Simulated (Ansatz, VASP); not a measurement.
# One calculation of Al4Si, two programs

Contents of INCAR:

```
PREC = Accurate
ENCUT = 400
EDIFF = 1E-6
ISMEAR = -1
SIGMA = 0.05
LREAL = F
LASPH = T
NELM = 120
ALGO = Normal
ISIF = 2
LWAVE = F
LCHARG = T
LDIPOL = T
IDIPOL = 3
DIPOL = 0.5 0.5 0.500
LELF = T
LVHAR = T
LVACPOTAV = T
NBANDS = 16
GGA_COMPAT = F
NELMDL = -8
```

File KPOINTS:

```
Automatic mesh
0
Gamma
  13 9 1
```

POSCAR

```
Al4Si
1.0
    2.8168008949      0.0000000000      0.0000000000
    0.0000000000      3.9835580280      0.0000000000
    0.0000000000      0.0000000000     21.6336000000
Si Al
1 4
Direct
    0.0000000000      0.0000000000      0.3749259573
    0.5000000000      0.5000000000      0.4352217579
    0.0000000000      0.0000000000      0.4999999954
    0.5000000000      0.5000000000      0.5647782477
    0.0000000000      0.0000000000      0.6250740417
```

Input for Ansatz:

```yaml
crystal:
  lattice:
    - [2.8168008949, 0.0, 0.0]
    - [0.0, 3.983558028, 0.0]
    - [0.0, 0.0, 21.6336]
  atoms:
    - { symbol: Si, position: [0.0, 0.0, 0.3749259573] }
    - { symbol: Al, position: [0.5, 0.5, 0.4352217579] }
    - { symbol: Al, position: [0.0, 0.0, 0.4999999954] }
    - { symbol: Al, position: [0.5, 0.5, 0.5647782477] }
    - { symbol: Al, position: [0.0, 0.0, 0.6250740417] }
kpoints:
  mp_grid: { grid: [13, 9, 1] }
scf:
  occupations: { method: fermi_dirac, width: 0.05 }
hamiltonian:
  xc: lda
  pseudopotentials: { kind: all_electron, lapw: { basis_error: 0.001 } }
output:
  forces: true
  stress: true
  eigenvalues: true
efield:
  axis: 3
  amplitude: 0
  dipole_correction: true
```

Alike in both runs: task single point; functional LDA; k mesh 13 × 9 × 1; occupations fermi-dirac, width 0.05 eV; no spin polarisation.

|  | VASP | Ansatz |
| --- | --- | --- |
| version | VASP 6.6.1 | Ansatz 0.2.0 |
| potentials or method | VASP PAW LDA potentials, release 64 (Si, Al), cutoff 400 eV | all-electron LAPW, scalar-relativistic |

```tsv
	VASP	Ansatz	Ansatz less VASP
rms of the force components (eV/Å)	0.248	0.248	0.0000
```

LDA's correlation is that of Perdew and Zunger in VASP and of Perdew and Wang (1992) in Ansatz. Atom by atom the forces differ by 0.003 eV/Å (rms over components). Ansatz ran all-electron here, and VASP with PAW potentials.
